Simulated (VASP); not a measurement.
Input of a VASP 6.6.1 run:

The input INCAR:

```
SYSTEM = KF
  ALGO = Normal
  EDIFF = 1E-7
  ENCUT = 520
  GGA = PE
  ISIF = 2
  ISMEAR = 0
  LASPH = .TRUE.
  LCHARG = .FALSE.
  LREAL = .FALSE.
  LWAVE = .FALSE.
  NBANDS = 15
  NELM = 80
  PREC = Accurate
  SIGMA = 0.01
```

The input KPOINTS:

```
k-points
0
G
  4 4 4
  0 0 0
```

Contents of POSCAR:

```
KF
1.0
    0.0000000000      2.9354015259      2.9354015259
    2.9354015259      0.0000000000      2.9354015259
    2.9354015259      2.9354015259      0.0000000000
K F
1 1
Direct
    0.0000000000      0.0000000000      0.0000000000
    0.2500000000      0.2500000000      0.2500000000
```

Potentials or basis: VASP PAW PBE potentials, release 64 (K_sv, F).

Run with:

```sh
$ cat potpaw_PBE.64/K_sv/POTCAR potpaw_PBE.64/F/POTCAR > POTCAR
$ mpirun -np 1 vasp_std > vasp.out
```

Question: What does it give for the pressure?

Answer: 0.9 GPa.

Question: What does it give for the band gap on the k mesh?

Answer: 5.16 eV, indirect (least direct gap 5.37 eV).

Caveat: the k points lie up to 0.46 Å⁻¹ apart. As with any semilocal functional, this PBE gap is likely too small.
